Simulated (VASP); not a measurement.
# WS2 (P-3m1) in VASP: further runs

Runs on WS2. Level: PBE+D3(BJ). Tasks: single point.

Program: VASP 6.6.1. These are calculated values, not measurements. Logs are shortened: lines on timing, memory, paths and dates and some standing lists are left out, and cuts for length are marked.

## 1. The cell of the first run

The structure is trigonal, space group P-3m1 (No. 164). The conventional cell has a = 3.154 Å, b = 3.154 Å, c = 11.840 Å, α = 90.00°, β = 90.00°, γ = 120.00°. Within 3.2 Å of W (site symmetry 3m) lie 6 S at 2.41 Å and 6 W at 3.15 Å. S (site symmetry 3m) has 3 W at 2.41 Å and 7 S at 3.15 Å within 3.2 Å. Within 3.2 Å of S (site symmetry 3m) lie 3 W at 2.41 Å and 10 S at 3.15 to 3.19 Å.

## 2. Single point, PBE+D3(BJ)

INCAR

```
PREC = Accurate
ENCUT = 520
EDIFF = 1E-6
ISMEAR = 0
SIGMA = 0.05
LREAL = F
LASPH = T
NELM = 60
ALGO = Normal
ISIF = 2
LWAVE = F
LCHARG = T
GGA = PE
IVDW = 12
LELF = T
LVHAR = T
NBANDS = 35
```

KPOINTS

```
regular mesh
0
Gamma
  10 10 3
```

POSCAR

```
WS2
1.0
   -3.1542061832      0.0000000000      0.0000000000
   -1.5771030916     -2.7316226834      0.0000000000
    0.0000000000      0.0000000000     11.8399091344
W S
2 4
Direct
    0.3333333333      0.3333333333      0.2563345081
    0.6666666667      0.6666666667      0.7690035242
    0.3333333333      0.3333333333      0.6360042834
    0.6666666667      0.6666666667      0.1233352673
    0.3333333333      0.3333333333      0.9020027650
    0.6666666667      0.6666666667      0.3893337489
```

Potentials or basis: VASP PAW PBE potentials, release 64 (W_sv, S).

On the command line:

```bash
$ cat potpaw_PBE.64/W_sv/POTCAR potpaw_PBE.64/S/POTCAR > POTCAR
$ mpirun -np 1 vasp_std > vasp.out
```

OUTCAR:

```text
PREC = Accurate
   ENCUT = 520
   EDIFF = 1E-6
   ISMEAR = 0
   LREAL = F
   LASPH = T
   NELM = 60
   ISIF = 2
   GGA = PE
   IVDW = 12
 IVDW          = 12

 ion  position               nearest neighbor table
   1  0.333  0.333  0.256-   4 2.41   6 2.41   4 2.41   6 2.41   4 2.41   6 2.41
   2  0.667  0.667  0.769-   5 2.41   3 2.41   5 2.41   3 2.41   5 2.41   3 2.41
   3  0.333  0.333  0.636-   2 2.41   2 2.41   2 2.41
   4  0.667  0.667  0.123-   1 2.41   1 2.41   1 2.41
   5  0.333  0.333  0.902-   2 2.41   2 2.41   2 2.41
   6  0.667  0.667  0.389-   1 2.41   1 2.41   1 2.41

  LATTYP: Found a hexagonal cell.
 ALAT       =     3.1542061832
 C/A-ratio  =     3.7536890256

  Lattice vectors:

 A1 = (   1.5771030916,   2.7316226834,   0.0000000000)
 A2 = (  -3.1542061832,   0.0000000000,   0.0000000000)
 A3 = (   0.0000000000,   0.0000000000,  11.8399091344)

Analysis of symmetry for initial positions (statically):
=====================================================================
 Subroutine PRICEL returns:
 Original cell was already a primitive cell.

 Routine SETGRP: Setting up the symmetry group for a
 hexagonal supercell.

 Subroutine GETGRP returns: Found 12 space group operations
 (whereof  6 operations were pure point group operations)
 out of a pool of 24 trial point group operations.

The static configuration has the point symmetry C_3v.
 The point group associated with its full space group is D_3d.

Analysis of symmetry for dynamics (positions and initial velocities):
=====================================================================
 Subroutine PRICEL returns:
 Original cell was already a primitive cell.

 Routine SETGRP: Setting up the symmetry group for a
 hexagonal supercell.

 Subroutine GETGRP returns: Found 12 space group operations
 (whereof  6 operations were pure point group operations)
 out of a pool of 24 trial point group operations.

The dynamic configuration has the point symmetry C_3v.
 The point group associated with its full space group is D_3d.

 Subroutine INISYM returns: Found 12 space group operations
 (whereof  6 operations are pure point group operations),
 and found     1 'primitive' translations

----------------------------------------------------------------------------------------

                                     Primitive cell

  volume of cell :     102.0139

  direct lattice vectors                    reciprocal lattice vectors
    -3.154206183  0.000000000  0.000000000    -0.317036979  0.183041385  0.000000000
    -1.577103092 -2.731622683  0.000000000     0.000000000 -0.366082771  0.000000000
     0.000000000  0.000000000 11.839909134     0.000000000  0.000000000  0.084460108

  length of vectors
     3.154206183  3.154206183 11.839909134     0.366082771  0.366082771  0.084460108

  position of ions in fractional coordinates (direct lattice)
     0.333333333  0.333333333  0.256334508
     0.666666667  0.666666667  0.769003524
     0.333333333  0.333333333  0.636004283
     0.666666667  0.666666667  0.123335267
     0.333333333  0.333333333  0.902002765
     0.666666667  0.666666667  0.389333749

  ion indices of the primitive-cell ions
   primitive index   ion index
                 1           1
                 2           2
                 3           3
                 4           4
                 5           5
                 6           6

----------------------------------------------------------------------------------------

 KPOINTS: regular mesh

Automatic generation of k-mesh.
 Grid dimensions read from file:
 generate k-points for:   10   10    3

 Generating k-lattice:

  Cartesian coordinates                     Fractional coordinates (reciprocal lattice)
    -0.031703698  0.018304139  0.000000000     0.100000000 -0.000000000  0.000000000
     0.000000000 -0.036608277  0.000000000     0.000000000  0.100000000  0.000000000
     0.000000000  0.000000000  0.028153369     0.000000000  0.000000000  0.333333333

  Length of vectors
     0.036608277  0.036608277  0.028153369

[... 45 lines left out ...]

 number of electron      51.9999993 magnetization

 Free energy of the ion-electron system (eV)
  ---------------------------------------------------
  ext. energy  EPLUGINS =         0.00000000
  ---------------------------------------------------
  free energy    TOTEN  =       -47.07565639 eV

  energy without entropy =      -47.07565639  energy(sigma->0) =      -47.07565639

 E-fermi :   8.4470     XC(G=0): -11.2509

 val. band max:        8.1900685145   @ k =   0.0000   0.0000   0.0000
 cond. band min:       8.9976147128   @ k =   0.4000   0.2000   0.0000
 fundamental gap:      0.8075461984
 Fermi energy:         8.4469675757

 k-point     1 :       0.0000    0.0000    0.0000
  band No.  band energies     occupation
      1     -66.5842      2.00000
      2     -66.5842      2.00000
      3     -30.8409      2.00000
      4     -30.8408      2.00000
      5     -30.6653      2.00000
      6     -30.6653      2.00000
[... 27 lines left out ...]
     34      10.6040      0.00000
     35      12.8353      0.00000

 k-point     2 :       0.1000    0.0000    0.0000
  band No.  band energies     occupation
      1     -66.5824      2.00000
      2     -66.5824      2.00000
      3     -30.8345      2.00000
      4     -30.8344      2.00000
      5     -30.7010      2.00000
      6     -30.7009      2.00000
[... 27 lines left out ...]
     34      10.6701      0.00000
     35      13.5879      0.00000

 k-point     3 :       0.2000    0.0000    0.0000
  band No.  band energies     occupation
      1     -66.5777      2.00000
      2     -66.5776      2.00000
      3     -30.8176      2.00000
      4     -30.8175      2.00000
      5     -30.7933      2.00000
      6     -30.7933      2.00000
[... 27 lines left out ...]
     34      11.3787      0.00000
     35      14.7565      0.00000
[... 723 lines left out ...]
 k-point    23 :       0.4000    0.4000    0.3333
  band No.  band energies     occupation
      1     -66.5671      2.00000
      2     -66.5670      2.00000
      3     -30.9948      2.00000
      4     -30.9948      2.00000
      5     -30.7796      2.00000
      6     -30.7796      2.00000
[... 27 lines left out ...]
     34      12.2337      0.00000
     35      13.0606      0.00000

 k-point    24 :       0.5000   -0.0000    0.3333
  band No.  band energies     occupation
      1     -66.5652      2.00000
      2     -66.5652      2.00000
      3     -31.0285      2.00000
      4     -31.0285      2.00000
      5     -30.7731      2.00000
      6     -30.7731      2.00000
[... 27 lines left out ...]
     34      12.3231      0.00000
     35      12.4816      0.00000

 [... further k-points ...]

------------------------ aborting loop because EDIFF is reached ----------------------------------------

 Edisp (eV)   -2.68564

 E8    (eV) :    -1.1295

  FORCE on cell =-STRESS in cart. coord.  units (eV):
  Direction    XX          YY          ZZ          XY          YZ          ZX
  --------------------------------------------------------------------------------------
  -------------------------------------------------------------------------------------
  Total      -0.01100    -0.01100     0.94796     0.00000     0.00000     0.00000
  in kB      -0.17280    -0.17280    14.88820     0.00000     0.00000     0.00000
  external pressure =        4.85 kB  Pullay stress =        0.00 kB

 VOLUME and BASIS-vectors are now :
 -----------------------------------------------------------------------------
  energy-cutoff  :      520.00
  volume of cell :      102.01
      direct lattice vectors                 reciprocal lattice vectors
    -3.154206183  0.000000000  0.000000000    -0.317036979  0.183041385  0.000000000
    -1.577103092 -2.731622683  0.000000000     0.000000000 -0.366082771  0.000000000
     0.000000000  0.000000000 11.839909134     0.000000000  0.000000000  0.084460108

 POSITION                                       TOTAL-FORCE (eV/Angst)
 -----------------------------------------------------------------------------------
     -1.57710     -0.91054      3.03498         0.000000     -0.000000      0.065829
     -3.15421     -1.82108      9.10493         0.000000      0.000000     -0.065829
     -1.57710     -0.91054      7.53023         0.000000      0.000000      0.003760
     -3.15421     -1.82108      1.46028        -0.000000     -0.000000      0.239892
     -1.57710     -0.91054     10.67963         0.000000      0.000000     -0.239892
     -3.15421     -1.82108      4.60968        -0.000000     -0.000000     -0.003760
 -----------------------------------------------------------------------------------
    total drift:                                0.000000      0.000000      0.000030

  FREE ENERGIE OF THE ION-ELECTRON SYSTEM (eV)
  ---------------------------------------------------
  free  energy   TOTEN  =       -49.7612979579 eV

  energy  without entropy=      -49.7612979579  energy(sigma->0) =      -49.76129796
```

Run time: 56 s. Hardware: 1 thread of Intel Xeon 6975P-C (Granite Rapids), shared host; peak memory 0.28 GiB.

What came out:

| Property | Result |
| --- | --- |
| Free energy | -49.7613 eV |
| Pressure | 0.5 GPa |
| Largest force | 0.240 eV/Å |
| Band gap on the k mesh | 0.81 eV, indirect (least direct gap 2.05 eV) |
| Dispersion energy per atom | -0.448 eV |

Forces in eV/Å, atoms in the order of the input:
```
W    0.000  0.000  0.066
W    0.000  0.000 -0.066
S    0.000  0.000  0.004
S    0.000  0.000  0.240
S    0.000  0.000 -0.240
S    0.000  0.000 -0.004
```

Levels at points of the mesh, in eV from the valence-band top:
| k point | band 22 | band 23 | band 24 | band 25 | band 26 | band 27 | band 28 | band 29 | band 30 | band 31 |
| --- | --- | --- | --- | --- | --- | --- | --- | --- | --- | --- |
| (0.00, 0.00, 0.00) | -2.32 | -2.32 | -1.41 | -1.29 | 0.00 | 2.05 | 2.05 | 2.13 | 2.13 | 2.14 |
| (0.50, 0.00, 0.00) | -2.88 | -2.24 | -1.97 | -1.87 | -1.65 | 2.15 | 2.22 | 2.39 | 2.78 | 2.94 |

Caveat: spin-orbit coupling is left out, which moves the levels of the heavy elements. A k mesh can miss the band edges.

## 3. Single point, PBE+D3(BJ)

This run uses another cell than the first one, of 17.79 Å³/atom, 1.046 times its volume.

INCAR

```
PREC = Accurate
ENCUT = 520
EDIFF = 1E-6
ISMEAR = 0
SIGMA = 0.05
LREAL = False
LASPH = True
NELM = 80
ALGO = Normal
ISIF = 2
LWAVE = False
LCHARG = False
GGA = PE
IVDW = 12
NBANDS = 35
```

KPOINTS is that of step 2.

POSCAR

```
WS2
1.0
   -3.1542061832      0.0000000000      0.0000000000
   -1.5771030916     -2.7316226834      0.0000000000
    0.0000000000      0.0000000000     12.3899091344
W S
2 4
Direct
    0.3333333333      0.3333333333      0.2449555724
    0.6666666667      0.6666666667      0.7348667171
    0.3333333333      0.3333333333      0.6077714407
    0.6666666667      0.6666666667      0.1178602959
    0.3333333333      0.3333333333      0.8619619935
    0.6666666667      0.6666666667      0.3720508488
```

Potentials or basis: VASP PAW PBE potentials, release 64 (W_sv, S).

On the command line:

```bash
$ cat potpaw_PBE.64/W_sv/POTCAR potpaw_PBE.64/S/POTCAR > POTCAR
$ mpirun -np 1 vasp_std > vasp.out
```

It took 63 s on 1 thread of Intel Xeon 6975P-C (Granite Rapids), shared host; peak memory 0.29 GiB.

It converged, with:

| Property | Result |
| --- | --- |
| Free energy | -49.7858 eV |
| Pressure | -0.2 GPa |
| Largest force | 0.088 eV/Å |
| Band gap on the k mesh | 1.08 eV, indirect (least direct gap 2.17 eV) |
| Dispersion energy per atom | -0.426 eV |

Forces in eV/Å, atoms in the order of the input:
```
W    0.000  0.000 -0.017
W    0.000  0.000  0.017
S    0.000  0.000 -0.004
S    0.000  0.000 -0.088
S    0.000  0.000  0.088
S    0.000  0.000  0.004
```

Stress tensor (GPa, compression positive):
```
-0.03  0.00  0.00
 0.00 -0.03  0.00
 0.00  0.00 -0.56
```

Levels at points of the mesh, in eV from the valence-band top:
| k point | band 24 | band 25 | band 26 | band 27 | band 28 | band 29 |
| --- | --- | --- | --- | --- | --- | --- |
| (0.00, 0.00, 0.00) | -1.54 | -1.20 | 0.00 | 2.33 | 2.33 | 2.35 |
| (0.50, 0.00, 0.00) | -1.73 | -1.68 | -1.50 | 2.36 | 2.40 | 2.63 |

Caveat: spin-orbit coupling is left out, which moves the levels of the heavy elements. As with any semilocal functional, this PBE gap is likely too small.

## 4. Single point, PBE+D3(BJ)

This run uses another cell than the first one, of 18.15 Å³/atom, 1.068 times its volume.

INCAR

```
  PREC = Accurate
  ENCUT = 520
  EDIFF = 1E-6
  ISMEAR = 0
  SIGMA = 0.05
  LREAL = F
  LASPH = T
  NELM = 100
  ALGO = Normal
  ISIF = 2
  LWAVE = F
  LCHARG = F
  GGA = PE
  IVDW = 12
  NBANDS = 35
```

KPOINTS is that of step 3.

POSCAR

```
WS2
1.0
   -3.1542061832      0.0000000000      0.0000000000
   -1.5771030916     -2.7316226834      0.0000000000
    0.0000000000      0.0000000000     12.6399091344
W S
2 4
Direct
    0.3333333333      0.3333333333      0.2401106884
    0.6666666667      0.6666666667      0.7203320652
    0.3333333333      0.3333333333      0.5957505584
    0.6666666667      0.6666666667      0.1155291816
    0.3333333333      0.3333333333      0.8449135720
    0.6666666667      0.6666666667      0.3646921952
```

On the command line:

```bash
$ cat potpaw_PBE.64/W_sv/POTCAR potpaw_PBE.64/S/POTCAR > POTCAR
$ mpirun -np 1 vasp_std > vasp.out
```

Run time: 65 s. Hardware: 1 thread of Intel Xeon 6975P-C (Granite Rapids), shared host; peak memory 0.29 GiB.

It converged, with:

* Free energy: -49.7557 eV
* Pressure: -0.3 GPa
* Largest force: 0.123 eV/Å
* Band gap on the k mesh: 1.16 eV, indirect (least direct gap 2.18 eV)
* Dispersion energy per atom: -0.418 eV

Forces in eV/Å, atoms in the order of the input:
```
W    0.000  0.000 -0.019
W    0.000  0.000  0.019
S    0.000  0.000 -0.007
S    0.000  0.000 -0.123
S    0.000  0.000  0.123
S    0.000  0.000  0.007
```

Stress tensor (GPa, compression positive):
```
 0.00  0.00  0.00
 0.00  0.00  0.00
 0.00  0.00 -0.75
```

Levels at points of the mesh, in eV from the valence-band top:
| k point | band 22 | band 23 | band 24 | band 25 | band 26 | band 27 | band 28 | band 29 | band 30 | band 31 |
| --- | --- | --- | --- | --- | --- | --- | --- | --- | --- | --- |
| (0.00, 0.00, 0.00) | -2.10 | -2.10 | -1.65 | -1.12 | 0.00 | 2.38 | 2.38 | 2.40 | 2.40 | 2.46 |
| (0.50, 0.00, 0.00) | -2.72 | -1.86 | -1.69 | -1.61 | -1.46 | 2.41 | 2.45 | 2.70 | 2.97 | 3.23 |

Caveat: spin-orbit coupling is left out, which moves the levels of the heavy elements.

## 5. Single point, PBE+D3(BJ)

This run uses another cell than the first one, of 18.51 Å³/atom, 1.089 times its volume.

INCAR

```
SYSTEM = WS2
PREC = Accurate ; ENCUT = 520
EDIFF = 1E-6 ; ISMEAR = 0
SIGMA = 0.05 ; LREAL = .False.
LASPH = .True. ; NELM = 100
ALGO = Normal ; ISIF = 2
LWAVE = .False. ; LCHARG = .True.
GGA = PE ; IVDW = 12
LELF = .True. ; LVHAR = .True.
NBANDS = 35
```

KPOINTS

```
Automatic mesh
0
Gamma
  10 10 3
  0 0 0
```

POSCAR

```
WS2
1.0
   -3.1542061832      0.0000000000      0.0000000000
   -1.5771030916     -2.7316226834      0.0000000000
    0.0000000000      0.0000000000     12.8899091344
W S
2 4
Direct
    0.3333333333      0.3333333333      0.2354537376
    0.6666666667      0.6666666667      0.7063612129
    0.3333333333      0.3333333333      0.5841959665
    0.6666666667      0.6666666667      0.1132884912
    0.3333333333      0.3333333333      0.8285264594
    0.6666666667      0.6666666667      0.3576189841
```

On the command line:

```bash
$ cat potpaw_PBE.64/W_sv/POTCAR potpaw_PBE.64/S/POTCAR > POTCAR
$ mpirun -np 1 vasp_std > vasp.out
```

Run time: 68 s. Hardware: 1 thread of Intel Xeon 6975P-C (Granite Rapids), shared host; peak memory 0.29 GiB.

It converged, with:

- Free energy: -49.7213 eV
- Pressure: -0.2 GPa
- Largest force: 0.132 eV/Å
- Band gap on the k mesh: 1.22 eV, indirect (least direct gap 2.19 eV)
- Dispersion energy per atom: -0.410 eV

Forces in eV/Å, atoms in the order of the input:
```
W    0.000  0.000 -0.016
W    0.000  0.000  0.016
S    0.000  0.000 -0.008
S    0.000  0.000 -0.132
S    0.000  0.000  0.132
S    0.000  0.000  0.008
```

Stress tensor (GPa, compression positive):
```
 0.03  0.00  0.00
 0.00  0.03  0.00
 0.00  0.00 -0.76
```

Levels at points of the mesh, in eV from the valence-band top:
```tsv
k point	band 22	band 23	band 24	band 25	band 26	band 27	band 28	band 29	band 30	band 31
(0.00, 0.00, 0.00)	-2.06	-2.06	-1.74	-1.06	0.00	2.41	2.41	2.43	2.43	2.50
(0.50, 0.00, 0.00)	-2.69	-1.82	-1.67	-1.56	-1.43	2.45	2.48	2.75	2.99	3.28
```

Caveat: spin-orbit coupling is left out, which moves the levels of the heavy elements. A k mesh can miss the band edges.

## 6. Single point, PBE+D3(BJ)

This run uses another cell than the first one, of 18.87 Å³/atom, 1.110 times its volume.

INCAR

```
SYSTEM = WS2
PREC = Accurate ; ENCUT = 520
EDIFF = 1E-6 ; ISMEAR = 0
SIGMA = 0.05 ; LREAL = .FALSE.
LASPH = .TRUE. ; NELM = 100
ALGO = Normal ; ISIF = 2
LWAVE = .FALSE. ; LCHARG = .FALSE.
GGA = PE ; IVDW = 12
NBANDS = 35
```

KPOINTS

```
regular mesh
0
G
  10 10 3
  0 0 0
```

POSCAR

```
WS2
1.0
   -3.1542061832      0.0000000000      0.0000000000
   -1.5771030916     -2.7316226834      0.0000000000
    0.0000000000      0.0000000000     13.1399091344
W S
2 4
Direct
    0.3333333333      0.3333333333      0.2309739932
    0.6666666667      0.6666666667      0.6929219797
    0.3333333333      0.3333333333      0.5730810501
    0.6666666667      0.6666666667      0.1111330636
    0.3333333333      0.3333333333      0.8127629094
    0.6666666667      0.6666666667      0.3508149229
```

Potentials or basis: VASP PAW PBE potentials, release 64 (W_sv, S).

On the command line:

```bash
$ cat potpaw_PBE.64/W_sv/POTCAR potpaw_PBE.64/S/POTCAR > POTCAR
$ mpirun -np 1 vasp_std > vasp.out
```

Wall time 68 s (1 thread of Intel Xeon 6975P-C (Granite Rapids), shared host); peak memory 0.29 GiB.

The run converged. Its results:

```
Free energy                : -49.6881 eV
Pressure                   : -0.2 GPa
Largest force              : 0.128 eV/Å
Band gap on the k mesh     : 1.27 eV, indirect (least direct gap 2.20 eV)
Dispersion energy per atom : -0.404 eV
```

Forces in eV/Å, atoms in the order of the input:
```
W    0.000  0.000 -0.010
W    0.000  0.000  0.010
S    0.000  0.000 -0.010
S    0.000  0.000 -0.128
S    0.000  0.000  0.128
S    0.000  0.000  0.010
```

Stress tensor (GPa, compression positive):
```
 0.06  0.00  0.00
 0.00  0.06  0.00
 0.00  0.00 -0.70
```

Levels at points of the mesh, in eV from the valence-band top:
```
           k point  band 22  band 23  band 24  band 25  band 26  band 27  band 28  band 29  band 30  band 31
(0.00, 0.00, 0.00)    -2.04    -2.04    -1.81    -1.00     0.00     2.43     2.43     2.46     2.46     2.53
(0.50, 0.00, 0.00)    -2.67    -1.79    -1.65    -1.53    -1.41     2.47     2.50     2.78     3.01     3.32
```

Caveat: spin-orbit coupling is left out, which moves the levels of the heavy elements.

## 7. Summary

| cell | gap on the mesh (eV) | pressure (GPa) | largest force (eV/Å) |
| --- | --- | --- | --- |
| a = 3.154, b = 3.154, c = 11.840 Å, angles 90.0, 90.0, 60.0°, 6 atoms | 0.81 | 0.5 | 0.24 |
| a = 3.154, b = 3.154, c = 12.390 Å, angles 90.0, 90.0, 60.0°, 6 atoms | 1.08 | -0.2 | 0.09 |
| a = 3.154, b = 3.154, c = 12.640 Å, angles 90.0, 90.0, 60.0°, 6 atoms | 1.16 | -0.3 | 0.12 |
| a = 3.154, b = 3.154, c = 12.890 Å, angles 90.0, 90.0, 60.0°, 6 atoms | 1.22 | -0.2 | 0.13 |
| a = 3.154, b = 3.154, c = 13.140 Å, angles 90.0, 90.0, 60.0°, 6 atoms | 1.27 | -0.2 | 0.13 |

Alike in all rows: task single point; level PBE+D3(BJ); potentials or basis VASP PAW PBE potentials, release 64 (W_sv, S); no spin polarisation; k mesh 10 × 10 × 3; cutoff (eV) 520; smearing gaussian 0.05 eV.

Caveats: spin-orbit coupling is left out, which moves the levels of the heavy elements.

Absolute energies hang on the potentials; compare differences alone.
